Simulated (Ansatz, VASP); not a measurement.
# ZnS in VASP and in Ansatz

```
Zn S
1.0
     0.00000    2.70725    2.76139
     2.70725    0.00000    2.76139
     2.70725    2.70725    0.00000
Zn S
1 1
Direct
  0.00000 0.00000 0.00000
  0.25000 0.25000 0.25000
```

Change from the starting cell: z stretched by +2 %, ions relaxed.

Alike in both runs: functional PBE; k mesh 14 × 14 × 14; occupations fermi-dirac, width 0.02 eV; no spin polarisation.

Ansatz relaxed the structure, and its values are those at the end. VASP's run is a single point on that final structure, the one shown.

|  | VASP | Ansatz |
| --- | --- | --- |
| version | VASP 6.6.1 | Ansatz 0.2.0 |
| potentials or method | VASP PAW PBE potentials, release 64 (Zn, S) | plane-wave PAW, scalar-relativistic |
| plane-wave cutoff (eV) | 520 | 420 |
| valence electrons in the cell | 18 | 18 |

```tsv
	VASP	Ansatz	Ansatz less VASP
gap on the k mesh at the Fermi level (eV)	1.98	1.97	-0.004
pressure (GPa)	-0.1	-0.3	-0.15
```

Ansatz's warnings: stress scf threshold loose.
